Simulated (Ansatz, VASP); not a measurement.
Te2Mo: VASP beside Ansatz

```
Te Mo
1.0
     3.50388    0.00000    0.00000
    -1.75194    3.03445    0.00000
     0.00000    0.00000   24.76772
Te Mo
4 2
Direct
  0.33333 0.66667 0.18169
  0.33333 0.66667 0.32841
  0.50000 0.66667 0.45478
  0.50000 0.66667 0.60150
  0.66667 0.33333 0.25505
  0.83333 0.33333 0.52814
```

Alike in both runs: task single point; functional PBE; dispersion D3(BJ); k mesh 9 × 9 × 1; occupations gaussian, width 0.05 eV; no spin polarisation.

```csv
,VASP,Ansatz
version,VASP 6.6.1,Ansatz 0.2.0
potentials or method,"VASP PAW PBE potentials, release 64 (Te, Mo_sv), cutoff 520 eV","scalar-relativistic, plane waves, PAW"
valence electrons in the cell,52,92
```

|  | VASP | Ansatz | Ansatz less VASP |
| --- | --- | --- | --- |
| gap on the k mesh at the Fermi level (eV) | 0.58 | 0.59 | +0.007 |
| least direct gap on the mesh (eV) | 1.10 | 1.10 | 0.000 |
| rms of the force components (eV/Å) | 0.349 | 0.354 | +0.0054 |

VASP's potentials hold 52 valence electrons a cell and Ansatz's 92, so a difference there can come from the potentials and not from the codes.

Spin-orbit coupling is off throughout.
